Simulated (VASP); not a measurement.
# HAu3O: single point with PBE

Crystal: HAu3O.

```
O H Au
1.0
     4.47632    0.00000    0.00000
     0.00000    4.47632    0.00000
     0.00000    0.00000    4.47632
O H Au
1 1 3
Direct
  0.00000 0.00000 0.00000
  0.50000 0.50000 0.50000
  0.50000 0.50000 0.00000
  0.50000 0.00000 0.50000
  0.00000 0.50000 0.50000
```

| Property | Result |
| --- | --- |
| Program | VASP 6.6.1 |
| Task | single point |
| Functional | PBE |
| Potentials or basis | VASP PAW PBE potentials, release 64 (O, H, Au) |
| Cutoff | 520 eV |
| k mesh | 4 × 4 × 4 |
| Occupations | gaussian, width 0.05 eV |
| Spin | no spin polarisation |
| Dipole correction | no |
| Further INCAR settings | ALGO = Normal; EDIFF = 1e-06; NBANDS = 28 |

The pressure is -16.4 GPa. The band gap on the k mesh is 0.17 eV, indirect (least direct gap 0.31 eV).

Levels at points of the mesh, in eV from the valence-band top:
```csv
k point,band 16,band 17,band 18,band 19,band 20,band 21,band 22,band 23,band 24,band 25
"(0.00, 0.00, 0.00)",-1.42,-1.41,-0.96,-0.96,-0.96,3.62,3.62,3.62,3.87,3.87
"(0.50, 0.00, 0.00)",-2.16,-1.99,-1.42,-0.25,-0.25,0.34,3.90,4.15,5.01,5.01
"(0.50, 0.50, 0.00)",-1.94,-1.88,-0.87,-0.87,0.00,1.32,1.32,2.97,3.30,7.94
"(0.50, 0.50, 0.50)",-1.51,-1.51,-1.36,-1.36,-1.36,1.57,1.57,1.57,4.33,4.33
```

Wall time 26 s on 1 thread of Intel(R) Xeon(R) Platinum 8259CL CPU @ 2.50GHz (Skylake/Cascade Lake), with other jobs on the host, peak memory 0.21 GiB.

Caveat: spin-orbit coupling is left out, which moves the levels of the heavy elements. A k mesh can miss the band edges.
